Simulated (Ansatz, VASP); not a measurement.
**One calculation of InGa5P6, two programs**

```
In Ga P
1.0
     3.67096    0.00000    0.00000
     0.00000    5.26557    0.00000
     0.00000    0.00000   11.09875
In Ga P
1 5 6
Direct
  0.50000 0.50000 0.00000
  0.00000 0.00000 0.82977
  0.00000 0.00000 0.17023
  0.50000 0.50000 0.33793
  0.00000 0.00000 0.50000
  0.50000 0.50000 0.66207
  0.00000 0.50000 0.18264
  0.00000 0.50000 0.50000
  0.50000 0.00000 0.66337
  0.00000 0.50000 0.81736
  0.50000 0.00000 0.00000
  0.50000 0.00000 0.33663
```

Alike in both runs: functional PBE; k mesh 10 × 8 × 4; occupations gaussian, width 0.1 eV; no spin polarisation.

Ansatz relaxed the structure, and its values are those at the end. VASP's run is a single point on that final structure, the one shown.

|  | VASP | Ansatz |
| --- | --- | --- |
| version | VASP 6.6.1 | Ansatz 0.2.0 |
| potentials or method | VASP PAW PBE potentials, release 64 (In_d, Ga_d, P), cutoff 520 eV | scalar-relativistic, plane waves, PAW |
| valence electrons in the cell | 108 | 108 |

```csv
,VASP,Ansatz,Ansatz less VASP
gap on the k mesh at the Fermi level (eV),none,none,-
pressure (GPa),0.1,0.0,-0.05
```

A gap of «none» marks a metal or a gap that the smearing closes. With one functional, cell and mesh, what is left measures potentials, basis and numerics.
